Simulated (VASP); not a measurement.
A run of VASP 6.6.1 is set up as follows.

Contents of INCAR:

```
PREC = Accurate
ENCUT = 520
EDIFF = 1E-7
ISMEAR = -1
SIGMA = 0.05
LREAL = F
LASPH = T
NELM = 100
ALGO = Normal
ISIF = 2
LWAVE = F
LCHARG = T
LDIPOL = T
IDIPOL = 3
DIPOL = 0.5 0.5 0.500
GGA = PS
LELF = T
LVHAR = T
LVACPOTAV = T
NBANDS = 42
```

The input KPOINTS:

```
Automatic mesh
0
Gamma
  13 13 1
```

File POSCAR:

```
Sc
1.0
    3.2186714418      0.0000000000      0.0000000000
    0.0000000000      3.2186714418      0.0000000000
    0.0000000000      0.0000000000     18.0550000000
Sc
6
Direct
    0.2500000000      0.2500000000      0.1938524313
    0.7500000000      0.7500000000      0.3105842469
    0.2500000000      0.2500000000      0.4376733390
    0.7500000000      0.7500000000      0.5623266613
    0.2500000000      0.2500000000      0.6894157236
    0.7500000000      0.7500000000      0.8061475687
```

Potentials or basis: VASP PAW PBE potentials, release 64 (Sc_sv).

Run with:

```console
$ cat potpaw_PBE.64/Sc_sv/POTCAR > POTCAR
$ mpirun -np 1 vasp_std > vasp.out
```

Question: What does it give for the largest force?

Answer: 0.055 eV/Å.

Question: Predict the band gap on the k mesh.

Answer: Zero (bands 33 and 34 overlap by 0.57 eV).

Forces on the atoms (eV/Å):
```
Sc   0.000  0.000 -0.055
Sc   0.000  0.000  0.016
Sc   0.000  0.000 -0.003
Sc   0.000  0.000  0.003
Sc   0.000  0.000 -0.016
Sc   0.000  0.000  0.055
```

Caveat: the PAW data sets were made with another functional, which shifts forces and pressure a little.
